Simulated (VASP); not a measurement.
Set up this calculation in VASP 6.6.1, as the native input.

- Task: single point
- Functional: PBEsol
- Potentials or basis: VASP PAW PBE potentials, release 64 (Ta_pv, F)
- Cutoff: 520 eV
- k mesh: 14 × 14 × 14
- Occupations: gaussian, width 0.15 eV
- Spin: no spin polarisation
- Dipole correction: no
- Further INCAR settings: ALGO = Normal; EDIFF = 1e-07; NBANDS = 24

The structure of TaF3 lies in POSCAR:

```
TaF3
1.0
    4.2380559054      0.0000000000      0.0000000000
    0.0000000000      4.2380559054      0.0000000000
    0.0000000000      0.0000000000      3.3056836062
Ta F
1 3
Direct
    0.0000000000      0.0000000000      0.0000000000
    0.5000000000      0.0000000000      0.0000000000
    0.0000000000      0.5000000000      0.0000000000
    0.0000000000      0.0000000000      0.5000000000
```

This cell differs from its parent crystal: ratio of the length along z to the lengths across it x 0.78, volume and fractional coordinates fixed.

The input as run:

INCAR

```
SYSTEM = TaF3
PREC = Accurate
ENCUT = 520
EDIFF = 1E-7
ISMEAR = 0
SIGMA = 0.15
LREAL = .FALSE.
LASPH = .TRUE.
NELM = 60
ALGO = Normal
ISIF = 2
LWAVE = .FALSE.
LCHARG = .FALSE.
GGA = PS
NBANDS = 24
```

KPOINTS

```
Automatic mesh
0
G
  14 14 14
  0 0 0
```

Potentials or basis: VASP PAW PBE potentials, release 64 (Ta_pv, F).

Run with:

```bash
$ cat potpaw_PBE.64/Ta_pv/POTCAR potpaw_PBE.64/F/POTCAR > POTCAR
$ mpirun -np 1 vasp_std > vasp.out
```

It gave:

The pressure is 49.8 GPa and the band gap on the k mesh is zero (bands 16 and 17 overlap by 2.30 eV).

Caveat: the cell stands under pressure; the PAW data sets were made with another functional, which shifts forces and pressure a little; spin-orbit coupling is left out, which moves the levels of the heavy elements.

Wall time 7.1 min on 1 thread of Intel Xeon 8259CL, with other jobs on the host, peak memory 0.45 GiB.
